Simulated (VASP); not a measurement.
# CoO (I4/mmm) in VASP: a series of runs, part 2 of 2

VASP 6.6.1. The steps go on from the part before.

## Step 5: Single point, PBE, collinear spin, ferromagnetic start

This run uses another cell than the first one, of 9.78 Å³/atom.

File INCAR:

```
SYSTEM = CoO
PREC     = Accurate       ! precision mode
ENCUT    = 520            ! plane-wave cutoff, eV
EDIFF    = 1E-6           ! SCF threshold, eV
ISMEAR   = -1             ! smearing method
SIGMA    = 0.05           ! smearing width, eV
LREAL    = .False.        ! projectors in reciprocal space
LASPH    = .True.         ! aspherical terms in the spheres
NELM     = 150            ! most SCF steps
ALGO     = Normal         ! electronic algorithm
ISIF     = 2              ! what is computed and relaxed
LWAVE    = .False.        ! write WAVECAR
LCHARG   = .False.        ! write CHGCAR
ISPIN    = 2              ! spin polarisation
MAGMOM   = 2 0            ! initial moments
LORBIT   = 11             ! projections on sites
LMAXMIX  = 4              ! l up to which the mixer works
GGA      = PE             ! functional
NBANDS   = 18             ! bands
```

File KPOINTS:

```
Automatic mesh
0
Gamma
  12 12 12
  0 0 0
```

File POSCAR:

```
CoO
1.0
   -1.5179874889      1.5179874889      2.1212060671
    1.5179874889     -1.5179874889      2.1212060671
    1.5179874889      1.5179874889     -2.1212060671
Co O
1 1
Direct
    0.0000000000      0.0000000000      0.0000000000
    0.5000000000      0.5000000000      0.0000000000
```

Potentials or basis: VASP PAW PBE potentials, release 64 (Co, O).

The run is started by

```sh
$ cat potpaw_PBE.64/Co/POTCAR potpaw_PBE.64/O/POTCAR > POTCAR
$ mpirun -np 1 vasp_std > vasp.out
```

OUTCAR:

```text
SYSTEM = CoO
   PREC = Accurate
   ENCUT = 520
   EDIFF = 1E-6
   ISMEAR = -1
   LREAL = .False.
   LASPH = .True.
   NELM = 150
   ISIF = 2
   ISPIN = 2
   LORBIT = 11
   GGA = PE

 ion  position               nearest neighbor table
   1  0.000  0.000  0.000-   2 2.12   2 2.12   2 2.15   2 2.15   2 2.15   2 2.15
   2  0.500  0.500  0.000-   1 2.12   1 2.12   1 2.15   1 2.15   1 2.15   1 2.15

  LATTYP: Found a body centered tetragonal cell.
 ALAT       =     3.0359749778
 C/A-ratio  =     1.3973804676

  Lattice vectors:

 A1 = (  -1.5179874889,   1.5179874889,   2.1212060671)
 A2 = (   1.5179874889,  -1.5179874889,   2.1212060671)
 A3 = (   1.5179874889,   1.5179874889,  -2.1212060671)

Analysis of symmetry for initial positions (statically):
=====================================================================
 Subroutine PRICEL returns:
 Original cell was already a primitive cell.

 Routine SETGRP: Setting up the symmetry group for a
 body centered tetragonal supercell.

 Subroutine GETGRP returns: Found 16 space group operations
 (whereof 16 operations were pure point group operations)
 out of a pool of 16 trial point group operations.

The static configuration has the point symmetry D_4h.

Analysis of symmetry for dynamics (positions and initial velocities):
=====================================================================
 Subroutine PRICEL returns:
 Original cell was already a primitive cell.

 Routine SETGRP: Setting up the symmetry group for a
 body centered tetragonal supercell.

 Subroutine GETGRP returns: Found 16 space group operations
 (whereof 16 operations were pure point group operations)
 out of a pool of 16 trial point group operations.

The dynamic configuration has the point symmetry D_4h.

Analysis of structural, dynamic, and magnetic symmetry:
=====================================================================
 Subroutine PRICEL returns:
 Original cell was already a primitive cell.

 Routine SETGRP: Setting up the symmetry group for a
[... 148 lines left out ...]
  ---------------------------------------------------
  free energy    TOTEN  =       -13.05867790 eV

  energy without entropy =      -13.02388518  energy(sigma->0) =      -13.04128154

 E-fermi :   7.7360     XC(G=0): -12.3412

 val. band max:        7.7343502738   @ k =  -0.2500  -0.2500   0.0833
 cond. band min:       7.7385351610   @ k =  -0.2500  -0.4167   0.1667
 fundamental gap:      0.0041848872
 Fermi energy:         7.7359524360

 spin component 1

 k-point     1 :       0.0000    0.0000    0.0000
  band No.  band energies     occupation
      1     -12.3395      1.00000
      2       4.4710      1.00000
      3       4.4839      1.00000
      4       4.6404      1.00000
      5       4.6404      1.00000
      6       4.6527      1.00000
[... 493 lines left out ...]
     17      34.8009      0.00000
     18      36.4045      0.00000

 [... further k-points ...]

 spin component 2

 k-point     1 :       0.0000    0.0000    0.0000
  band No.  band energies     occupation
      1     -11.8297      1.00000
      2       5.2081      1.00000
      3       5.2659      1.00000
      4       5.2659      1.00000
      5       6.6557      1.00000
      6       6.6558      1.00000
[... 493 lines left out ...]
     17      35.2266      0.00000
     18      36.8676      0.00000

 [... further k-points ...]

------------------------ aborting loop because EDIFF is reached ----------------------------------------

  FORCE on cell =-STRESS in cart. coord.  units (eV):
  Direction    XX          YY          ZZ          XY          YZ          ZX
  --------------------------------------------------------------------------------------
  -------------------------------------------------------------------------------------
  Total       -0.4503896     -0.4503896     -0.4489357      0.0000000      0.0000000      0.0000000
  in kB      -36.9079290    -36.9079290    -36.7887924      0.0000000      0.0000000      0.0000000
  external PRESSURE =     -36.8682168 kB  Pullay stress =       0.0000000 kB

 VOLUME and BASIS-vectors are now :
 -----------------------------------------------------------------------------
  energy-cutoff  :      520.00
  volume of cell :       19.55
      direct lattice vectors                 reciprocal lattice vectors
    -1.517987489  1.517987489  2.121206067     0.000000000  0.329383479  0.235714958
     1.517987489 -1.517987489  2.121206067     0.329383479  0.000000000  0.235714958
     1.517987489  1.517987489 -2.121206067     0.329383479  0.329383479  0.000000000

 POSITION                                       TOTAL-FORCE (eV/Angst)
 -----------------------------------------------------------------------------------
      0.00000      0.00000      0.00000         0.000000      0.000000     -0.000000
      0.00000      0.00000      2.12121        -0.000000     -0.000000      0.000000
 -----------------------------------------------------------------------------------
    total drift:                               -0.000000      0.000000     -0.000000

  FREE ENERGIE OF THE ION-ELECTRON SYSTEM (eV)
  ---------------------------------------------------
  free  energy   TOTEN  =       -13.0586779043 eV

  energy  without entropy=      -13.0238851813  energy(sigma->0) =      -13.04128154

 total charge

# of ion       s       p       d       tot
------------------------------------------
    1        0.291   0.349   7.134   7.773
    2        1.556   3.418   0.000   4.974
--------------------------------------------------
tot          1.847   3.767   7.134  12.748

 magnetization (x)

# of ion       s       p       d       tot
------------------------------------------
    1        0.020   0.017   2.536   2.573
    2        0.028   0.275   0.000   0.303
--------------------------------------------------
tot          0.049   0.292   2.536   2.876
```

stdout:

```text
POSCAR found type information on POSCAR CoO
 POSCAR found :  2 types and       2 ions
 scaLAPACK will be used
 LDA part: xc-table for (Slater+PW92), standard interpolation
 POSCAR, INCAR and KPOINTS ok, starting setup
 FFT: planning ... GRIDC
 FFT: planning ... GRID_SOFT
 FFT: planning ... GRID
 WAVECAR not read
 entering main loop
```

Run time: 1.7 min. Hardware: 1 thread of AMD EPYC 9R45 (Zen 5), shared host; peak memory 0.18 GiB.

What came out:

* Free energy: -13.0587 eV
* Pressure: -3.7 GPa
* Net moment: 2.93 μB per cell
* Site moments: Co +2.57; O +0.30 μB
* Valence electrons inside the program's atomic spheres: Co 7.77; O 4.97

Caveat: the cell stands under tension; a cell with one magnetic atom can't hold antiferromagnetic order, which such compounds often take; semilocal functionals often make such compounds metallic where correlation or magnetic order opens a gap, which also shifts bond lengths. With open d or f shells a metallic result of PBE can be an artefact of self-interaction; +U or a hybrid may open a gap.

## Step 6: Summary

| cell | gap on the mesh (eV) | pressure (GPa) | moment (μB) |
| --- | --- | --- | --- |
| a = 2.958 Å, angles 119.6, 119.6, 90.7°, 2 atoms | none | 6.2 | 2.72 |
| a = 2.978 Å, angles 119.6, 119.6, 90.7°, 2 atoms | none | 2.6 | 2.82 |
| a = 2.998 Å, angles 119.6, 119.6, 90.7°, 2 atoms | none | -0.5 | 2.88 |
| a = 3.018 Å, angles 119.6, 119.6, 90.7°, 2 atoms | none | -3.7 | 2.93 |

Alike in all rows: task single point; level PBE; potentials or basis VASP PAW PBE potentials, release 64 (Co, O); spin collinear, ferromagnetic start; k mesh 12 × 12 × 12; cutoff (eV) 520; smearing fermi-dirac 0.05 eV.

Caveats: a cell with one magnetic atom can't hold antiferromagnetic order, which such compounds often take; semilocal functionals often make such compounds metallic where correlation or magnetic order opens a gap, which also shifts bond lengths; the cell stands under pressure (at least some runs); the cell stands under tension (at least some runs).

Absolute energies hang on the potentials; compare differences alone.
